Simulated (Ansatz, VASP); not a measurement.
# One calculation of Ba, two programs

```xyz
2
Lattice="0.0000 3.6339 3.6339 3.6339 0.0000 3.6339 3.6339 3.6339 0.0000" Properties=species:S:1:pos:R:3 pbc="T T T"
Ba    0.9085    0.9085    0.9085
Ba    6.3593    6.3593    6.3593
```

Alike in both runs: task single point; functional r2SCAN; k mesh 8 × 8 × 8; occupations fermi-dirac, width 0.1 eV; no spin polarisation.

|  | VASP | Ansatz |
| --- | --- | --- |
| version | VASP 6.6.1 | Ansatz 0.2.0 |
| potentials or method | VASP PAW PBE potentials, release 64 (Ba_sv), cutoff 520 eV | plane waves (500 eV) with PAW, scalar-relativistic |
| valence electrons in the cell | 20 | 20 |

VASP gave:

| Item | Value |
| --- | --- |
| pressure (GPa) | 3.3 |

Problem. Which values does Ansatz return?

Solution. Pressure (GPa): 2.3.

VASP's potentials were made for PBE, not for r2SCAN.

Neither program's run includes spin-orbit coupling.
